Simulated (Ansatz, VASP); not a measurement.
SnO: VASP beside Ansatz

POSCAR

```
SnO
1.0
   -0.0679629408      2.5108703740      2.5108703740
    2.5108703740     -0.0679629408      2.5108703740
    2.5108703740      2.5108703740     -0.0679629408
Sn O
1 1
Direct
    0.0000000000      0.0000000000      0.0000000000
    0.5000000000      0.5000000000      0.5000000000
```

The input INCAR.step1:

```
PREC = Accurate
ENCUT = 520
ISMEAR = -1
SIGMA = 0.02
LREAL = F
LASPH = T
NELM = 100
NBANDS = 17
GGA = PE
ALGO = Normal
EDIFF = 1E-4
LWAVE = T
LCHARG = F
```

The input INCAR.step2:

```
PREC = Accurate
ENCUT = 520
EDIFF = 1E-7
ISMEAR = -1
SIGMA = 0.02
LREAL = F
LASPH = T
NELM = 100
ALGO = Normal
ISIF = 2
LWAVE = F
LCHARG = F
METAGGA = R2SCAN
LMIXTAU = T
NBANDS = 17
ISTART = 1
```

KPOINTS

```
regular mesh
0
Gamma
  8 8 8
```

Input for Ansatz:

```yaml
crystal:
  lattice:
    - [-0.0679629408, 2.510870374, 2.510870374]
    - [2.510870374, -0.0679629408, 2.510870374]
    - [2.510870374, 2.510870374, -0.0679629408]
  atoms:
    - { symbol: Sn, position: [0.0, 0.0, 0.0] }
    - { symbol: O, position: [0.5, 0.5, 0.5] }
kpoints:
  mp_grid: { grid: [8, 8, 8] }
  band_path:
    path:
      - [0.0, 0.0, 0.0]
      - [0.5, 0.0, 0.5]
      - [0.625, 0.25, 0.625]
      - [0.375, 0.375, 0.75]
      - [0.5, 0.5, 0.5]
      - [0.5, 0.25, 0.75]
      - [0.5, 0.425, 0.575]
      - [-0.101074, 0.048665, 0.471842]
      - [0.417887, 0.49821, -0.418783]
    npoints: 1
hamiltonian:
  xc: r2scan
scf:
  occupations: { method: fermi_dirac, width: 0.02 }
  n_extra_bands: 4
output:
  forces: true
  stress: true
  eigenvalues: true
```

Change from the starting cell: epitaxial_111 strain +1.7%.

Alike in both runs: task single point; functional r2SCAN; k mesh 8 × 8 × 8; occupations fermi-dirac, width 0.02 eV; no spin polarisation.

```csv
,VASP,Ansatz
version,VASP 6.6.1,Ansatz 0.2.0
potentials or method,"VASP PAW PBE potentials, release 64 (Sn_d, O)","plane waves, PAW"
plane-wave cutoff (eV),520,500
valence electrons in the cell,20,20
```

```csv
,VASP,Ansatz,Ansatz less VASP
gap on the k mesh at the Fermi level (eV),0.80,0.81,+0.001
pressure (GPa),-0.9,-1.0,-0.14
"traceless stress, the component that is largest in VASP (GPa)",0.51,0.51,+0.004
```

VASP's potentials were made for PBE, not for r2SCAN. The functional is the same, so the differences come from potentials, cutoffs and numerics.
